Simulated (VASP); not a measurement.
Wanted: the native input for a VASP 6.6.1 run.

```yaml
Task: single point
Functional: PBEsol
Potentials_or_basis: VASP PAW PBE potentials, release 64 (Sr_sv)
Cutoff: 520 eV
k_mesh: 10 × 10 × 10
Occupations: gaussian, width 0.03 eV
Spin: no spin polarisation
Dipole_correction: no
Further_INCAR_settings: ALGO = Fast; EDIFF = 1e-06; NBANDS = 11
```

The structure of Sr lies in POSCAR:

```
Sr
1.0
   -0.0304235000      3.0423500000      3.0423500000
    3.0119265000      0.0000000000      3.0119265000
    3.0423500000      3.0423500000     -0.0304235000
Sr
1
Direct
    0.0000000000      0.0000000000      0.0000000000
```

This cell differs from its parent crystal: strain -0.0200 x Voigt [0, 0, 0, 0, 1, 0].

These files were run (other wordings do the same):

INCAR

```
SYSTEM = Sr
PREC = Accurate ; ENCUT = 520
EDIFF = 1E-6 ; ISMEAR = 0
SIGMA = 0.03 ; LREAL = .False.
LASPH = .True. ; NELM = 100
ALGO = Fast ; ISIF = 2
LWAVE = .False. ; LCHARG = .False.
GGA = PS ; NBANDS = 11
```

KPOINTS

```
regular mesh
0
Gamma
  10 10 10
  0 0 0
```

Potentials or basis: VASP PAW PBE potentials, release 64 (Sr_sv).

Launch:

```console
$ cat potpaw_PBE.64/Sr_sv/POTCAR > POTCAR
$ mpirun -np 1 vasp_std > vasp.out
```

It gave:

```yaml
Pressure: -0.9 GPa
Band_gap_on_the_k_mesh: zero (bands 5 and 6 overlap by 0.09 eV)
```

Caveat: the cell differs from its parent crystal (strain -0.0200 x Voigt [0, 0, 0, 0, 1, 0]); the PAW data sets were made with another functional, which shifts forces and pressure a little.

Run time: 29 s on 1 thread of Intel(R) Xeon(R) 6975P-C (Granite Rapids) (shared host), peak memory 0.25 GiB.
